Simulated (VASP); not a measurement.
Wanted: the native input for a VASP 6.6.1 run.

```yaml
Task: single point
Functional: r2SCAN
Potentials_or_basis: VASP PAW PBE potentials, release 64 (B, Sb_d_GW, Al)
Cutoff: 620 eV
k_mesh: 6 × 6 × 4
Occupations: fermi-dirac, width 0.02 eV
Spin: no spin polarisation
Dipole_correction: no
Further_INCAR_settings: ALGO = Normal; EDIFF = 1e-06; NBANDS = 26
```

The system is AlBSb2.

```
CELL_PARAMETERS angstrom
4.00648 0.00000 0.00000
0.00000 4.00648 0.00000
0.00000 0.00000 5.88007
ATOMIC_POSITIONS crystal
B 0.00000 0.00000 0.00000
Sb 0.00000 0.50000 0.21485
Sb 0.50000 0.00000 0.78515
Al 0.50000 0.50000 0.50000
```

The input as run:

POSCAR

```
AlBSb2
1.0
    4.0064826178      0.0000000000      0.0000000000
    0.0000000000      4.0064826178      0.0000000000
    0.0000000000      0.0000000000      5.8800652909
B Sb Al
1 2 1
Direct
    0.0000000000      0.0000000000      0.0000000000
    0.0000000000      0.5000000000      0.2148476448
    0.5000000000      0.0000000000      0.7851523552
    0.5000000000      0.5000000000      0.5000000000
```

INCAR.step1

```
ALGO     = Normal         # electronic algorithm
EDIFF    = 1E-5           # SCF threshold, eV
ENCUT    = 620            # plane-wave cutoff, eV
GGA      = PE             # functional
GGA_COMPAT= False        
ISMEAR   = -1             # smearing method
LASPH    = True           # aspherical terms in the spheres
LCHARG   = False          # write CHGCAR
LREAL    = False          # projectors in reciprocal space
LWAVE    = True           # write WAVECAR
NBANDS   = 26             # bands
NELM     = 120            # most SCF steps
PREC     = Accurate       # precision mode
SIGMA    = 0.02           # smearing width, eV
```

INCAR.step2

```
ALGO     = Normal         # electronic algorithm
EDIFF    = 1E-6           # SCF threshold, eV
ENCUT    = 620            # plane-wave cutoff, eV
GGA_COMPAT= False        
ISIF     = 2              # what is computed and relaxed
ISMEAR   = -1             # smearing method
ISTART   = 1            
LASPH    = True           # aspherical terms in the spheres
LCHARG   = False          # write CHGCAR
LMIXTAU  = True         
LREAL    = False          # projectors in reciprocal space
LWAVE    = False          # write WAVECAR
METAGGA  = R2SCAN         # meta-GGA
NBANDS   = 26             # bands
NELM     = 120            # most SCF steps
PREC     = Accurate       # precision mode
SIGMA    = 0.02           # smearing width, eV
```

KPOINTS

```
k-points
0
Gamma
  6 6 4
```

Potentials or basis: VASP PAW PBE potentials, release 64 (B, Sb_d_GW, Al).

Run with:

```bash
$ cat potpaw_PBE.64/B/POTCAR potpaw_PBE.64/Sb_d_GW/POTCAR potpaw_PBE.64/Al/POTCAR > POTCAR
$ cp INCAR.step1 INCAR
$ mpirun -np 1 vasp_std > vasp.out
$ cp INCAR.step2 INCAR
$ mpirun -np 1 vasp_std > vasp.out
```

It gave:

```json
{"Pressure": "-0.1 GPa", "Largest force": "0.014 eV/Å", "Band gap on the k mesh": "0.13 eV"}
```

Caveat: semilocal functionals underestimate gaps, and a narrow one can read as zero; the PAW data sets were made with another functional, which shifts forces and pressure a little; spin-orbit coupling is left out, which moves the levels of the heavy elements.

Wall time 3.9 min on 1 thread of Intel(R) Xeon(R) Platinum 8488C (Sapphire Rapids), on a shared host, peak memory 0.33 GiB.
